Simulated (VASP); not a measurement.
# InP in VASP: further runs

Runs on InP. Level: PBE. Tasks: relaxation of the atoms.

Program: VASP 6.6.1. These are calculated values, not measurements. Logs are shortened: lines on timing, memory, paths and dates and some standing lists are left out, and cuts for length are marked.

### 1 The cell of the first run

The structure is tetragonal, space group I-4m2 (No. 119). Conventional cell: a = 4.150 Å, b = 4.150 Å, c = 5.751 Å, α = 90.00°, β = 90.00°, γ = 90.00°. In (site symmetry -4m2) has 4 P at 2.52 Å within 3.3 Å. Within 3.3 Å of P (site symmetry -4m2) lie 4 In at 2.52 Å.

### 2 Relaxation of the atoms, PBE (z stretched by -2 %)

INCAR

```
  ALGO = Normal
  EDIFF = 1E-6
  EDIFFG = -0.02
  ENCUT = 520
  GGA = PE
  IBRION = 2
  ISIF = 2
  ISMEAR = -1
  LASPH = True
  LCHARG = False
  LREAL = False
  LWAVE = False
  NELM = 60
  NSW = 80
  PREC = Accurate
  SIGMA = 0.02
```

KPOINTS

```
k-points
0
Gamma
  13 13 13
```

POSCAR

```
InP
1.0
    0.0000000000      2.9343500000      2.8756630000
    2.9343500000      0.0000000000      2.8756630000
    2.9343500000      2.9343500000      0.0000000000
In P
1 1
Direct
    0.0000000000      0.0000000000      0.0000000000
    0.2500000000      0.2500000000      0.2500000000
```

Potentials or basis: VASP PAW PBE potentials, release 64 (In_d, P).

On the command line:

```sh
cat potpaw_PBE.64/In_d/POTCAR potpaw_PBE.64/P/POTCAR > POTCAR
mpirun -np 1 vasp_std > vasp.out
```

OUTCAR:

```text
EDIFF = 1E-6
   EDIFFG = -0.02
   ENCUT = 520
   GGA = PE
   IBRION = 2
   ISIF = 2
   ISMEAR = -1
   LASPH = True
   LREAL = False
   NELM = 60
   NSW = 80
   PREC = Accurate

 ion  position               nearest neighbor table
   1  0.000  0.000  0.000-   2 2.52   2 2.52   2 2.52   2 2.52
   2  0.250  0.250  0.250-   1 2.52   1 2.52   1 2.52   1 2.52

  LATTYP: Found a body centered tetragonal cell.
 ALAT       =     4.1497975667
 C/A-ratio  =     1.3859292911

  Lattice vectors:

 A1 = (   0.0000000000,  -2.9343500000,  -2.8756630000)
 A2 = (   0.0000000000,   2.9343500000,  -2.8756630000)
 A3 = (   2.9343500000,   0.0000000000,   2.8756630000)

Analysis of symmetry for initial positions (statically):
=====================================================================
 Subroutine PRICEL returns:
 Original cell was already a primitive cell.

 Routine SETGRP: Setting up the symmetry group for a
 body centered tetragonal supercell.

 Subroutine GETGRP returns: Found  8 space group operations
 (whereof  8 operations were pure point group operations)
 out of a pool of 16 trial point group operations.

The static configuration has the point symmetry D_2d.

Analysis of symmetry for dynamics (positions and initial velocities):
=====================================================================
 Subroutine PRICEL returns:
 Original cell was already a primitive cell.

 Routine SETGRP: Setting up the symmetry group for a
 body centered tetragonal supercell.

 Subroutine GETGRP returns: Found  8 space group operations
 (whereof  8 operations were pure point group operations)
 out of a pool of 16 trial point group operations.

The dynamic configuration has the point symmetry D_2d.

 Subroutine INISYM returns: Found  8 space group operations
 (whereof  8 operations are pure point group operations),
 and found     1 'primitive' translations

----------------------------------------------------------------------------------------

                                     Primitive cell

  volume of cell :      49.5213

  direct lattice vectors                    reciprocal lattice vectors
     0.000000000  2.934350000  2.875663000    -0.170395488  0.170395488  0.173872947
     2.934350000  0.000000000  2.875663000     0.170395488 -0.170395488  0.173872947
     2.934350000  2.934350000  0.000000000     0.170395488  0.170395488 -0.173872947
[... 87 lines left out ...]
   NSW    =     80    number of steps for IOM
   IBRION =      2    ionic relax: 0-MD 1-quasi-New 2-CG
   NFREE  =      1    steps in history (QN), initial steepest desc. (CG)
   ISIF   =      2    stress and relaxation
   ISYM   =      2    0-nonsym 1-usesym 2-fastsym
   POTIM  = 0.5000    time-step for ionic-motion
   TEBEG  =    0.0;   TEEND  =   0.0 temperature during run
   PSTRESS=    0.0 pullay stress
   NELECT =      18.0000    total number of electrons
   NUPDOWN=      -1.0000    fix difference up-down
   EMIN   =  10.00;   EMAX   =-10.00  energy-range for DOS
   EFERMI =   0.00;   METHOD = LEGACY
   ISMEAR =    -1;   SIGMA  =   0.02  broadening in eV -4-tet -1-fermi 0-gaus
   EFERMI_NEDOS =   21; number of points for ismear=-14 and -15
   IALGO  =     38    algorithm
   IMIX   =      4    mixing-type and parameters
     AMIX     =   0.40;   BMIX     =  1.00
     AMIX_MAG =   1.60;   BMIX_MAG =  1.00
  volume/ion in A,a.u.               =      24.76       167.09
  Fermi-wavevector in a.u.,A,eV,Ry     =   1.168338  2.207838 18.572129  1.365013
  Thomas-Fermi vector in A             =   2.304826
   LORBIT       =      0    0 simple, 1 ext, 2 COOP (PROOUT), +10 PAW based schemes
   GGA     = PE    functional components
   LHFCALC =     F    Hartree Fock is set to
   AEXX    =    0.0000 exact exchange contribution
   IVDW    =     0    specifies the selected vdW correction
   LEPSILON=     F    determine dielectric tensor
   LRPA    =     F    only Hartree local field effects (RPA)
 conjugate gradient relaxation of ions
 non-spin polarized calculation
  energy-cutoff  :      520.00
  volume of cell :       49.52
 maximum number of plane-waves:      1355
   NGX = 15   NGY = 15   NGZ = 15

 number of electron      18.0000000 magnetization

 Free energy of the ion-electron system (eV)
  ---------------------------------------------------
  ext. energy  EPLUGINS =         0.00000000
  ---------------------------------------------------
  free energy    TOTEN  =        -8.36127921 eV

  energy without entropy =       -8.36127921  energy(sigma->0) =       -8.36127921

 E-fermi :   5.7887     XC(G=0):  -9.3563

 val. band max:        5.4289763579   @ k =   0.0000   0.0000   0.0000
 cond. band min:       6.1666007769   @ k =   0.0000   0.0000   0.0000
 fundamental gap:      0.7376244190
 Fermi energy:         5.7887402115

 k-point     1 :       0.0000    0.0000    0.0000
  band No.  band energies     occupation
      1      -8.8533      2.00000
      2      -8.8533      2.00000
      3      -8.8444      2.00000
      4      -8.6912      2.00000
      5      -8.6890      2.00000
      6      -6.2616      2.00000
      7       5.3360      2.00000
      8       5.3360      2.00000
      9       5.4290      2.00000
     10       6.1666      0.00000
     11       9.4427      0.00000
     12       9.4721      0.00000
     13       9.4721      0.00000
[... 354 lines left out ...]
  band No.  band energies     occupation
      1      -8.9807      2.00000
      2      -8.8008      2.00000
      3      -8.7954      2.00000
      4      -8.6999      2.00000
      5      -8.6675      2.00000
      6      -4.5039      2.00000
      7       0.0241      2.00000
      8       3.4476      2.00000
      9       3.9060      2.00000
     10       7.8905      0.00000
     11       9.7752      0.00000
     12      11.0006      0.00000
     13      11.6908      0.00000

 [... further k-points ...]
[... 5 lines left out ...]
  --------------------------------------------------------------------------------------
  -------------------------------------------------------------------------------------
  Total        1.3190273      1.3190273      1.5517003      0.0000000      0.0000000      0.0000000
  in kB       42.6749042     42.6749042     50.2026465      0.0000000      0.0000000      0.0000000
  external PRESSURE =      45.1841516 kB  Pullay stress =       0.0000000 kB

 VOLUME and BASIS-vectors are now :
 -----------------------------------------------------------------------------
  energy-cutoff  :      520.00
  volume of cell :       49.52
      direct lattice vectors                 reciprocal lattice vectors
     0.000000000  2.934350000  2.875663000    -0.170395488  0.170395488  0.173872947
     2.934350000  0.000000000  2.875663000     0.170395488 -0.170395488  0.173872947
     2.934350000  2.934350000  0.000000000     0.170395488  0.170395488 -0.173872947

 POSITION                                       TOTAL-FORCE (eV/Angst)
 -----------------------------------------------------------------------------------
      0.00000      0.00000      0.00000        -0.000000     -0.000000      0.000000
      1.46717      1.46717      1.43783         0.000000      0.000000     -0.000000
 -----------------------------------------------------------------------------------
    total drift:                                0.000000      0.000000     -0.000001

  FREE ENERGIE OF THE ION-ELECTRON SYSTEM (eV)
  ---------------------------------------------------
  free  energy   TOTEN  =        -8.3612792134 eV

  energy  without entropy=       -8.3612792134  energy(sigma->0) =       -8.36127921

 reached required accuracy - stopping structural energy minimisation
```

Run time: 2.2 min. Hardware: 1 thread of Intel Xeon Platinum 8259CL at 2.50GHz (Skylake/Cascade Lake), shared host; peak memory 0.27 GiB.

What came out:

- Free energy: -8.3613 eV
- Pressure after relaxing: 4.5 GPa
- Band gap on the k mesh: 0.74 eV, direct

Stress tensor (GPa, compression positive):
```
4.27 0.00 0.00
0.00 4.27 0.00
0.00 0.00 5.02
```

Final structure:
```
In P
1.0
     0.00000    2.93435    2.87566
     2.93435    0.00000    2.87566
     2.93435    2.93435    0.00000
In P
1 1
Direct
  0.00000 0.00000 0.00000
  0.25000 0.25000 0.25000
```

Caveat: the cell differs from its parent crystal (z stretched by -2 %); the relaxation stopped at its first step, so nothing moved; spin-orbit coupling is left out, which moves the levels of the heavy elements.

### 3 Relaxation of the atoms, PBE (volume scaled by 0.96)

INCAR

```
SYSTEM = InP
ALGO = Normal ; EDIFF = 1E-6
EDIFFG = -0.02 ; ENCUT = 520
GGA = PE ; IBRION = 2
ISIF = 2 ; ISMEAR = -1
LASPH = .True. ; LCHARG = .False.
LREAL = .False. ; LWAVE = .False.
NELM = 100 ; NSW = 80
PREC = Accurate ; SIGMA = 0.02
```

KPOINTS

```
k-points
0
Gamma
  13 13 13
  0 0 0
```

POSCAR

```
InP
1.0
    0.0000000000      2.8946917601      2.8946917601
    2.8946917601      0.0000000000      2.8946917601
    2.8946917601      2.8946917601      0.0000000000
In P
1 1
Direct
    0.0000000000      0.0000000000      0.0000000000
    0.2500000000      0.2500000000      0.2500000000
```

Potentials or basis: VASP PAW PBE potentials, release 64 (In_d, P).

On the command line:

```sh
cat potpaw_PBE.64/In_d/POTCAR potpaw_PBE.64/P/POTCAR > POTCAR
mpirun -np 1 vasp_std > vasp.out
```

Run time: 43 s. Hardware: 1 thread of Oxide Virtual Turin-like, shared host; peak memory 0.17 GiB.

The run converged. Its results:

```yaml
Free_energy: -8.3286 eV
Pressure_after_relaxing: 6.2 GPa
Band_gap_on_the_k_mesh: 0.91 eV, direct
```

Final structure:
```
In P
1.0
     0.00000    2.89469    2.89469
     2.89469    0.00000    2.89469
     2.89469    2.89469    0.00000
In P
1 1
Direct
  0.00000 0.00000 0.00000
  0.25000 0.25000 0.25000
```

Levels at points of the mesh, in eV from the valence-band top:
```tsv
k point	band 7	band 8	band 9	band 10	band 11	band 12
(0.00, 0.00, 0.00)	0.00	0.00	0.00	0.91	4.09	4.09
```

Caveat: the relaxation stopped at its first step, so nothing moved; spin-orbit coupling is left out, which moves the levels of the heavy elements.
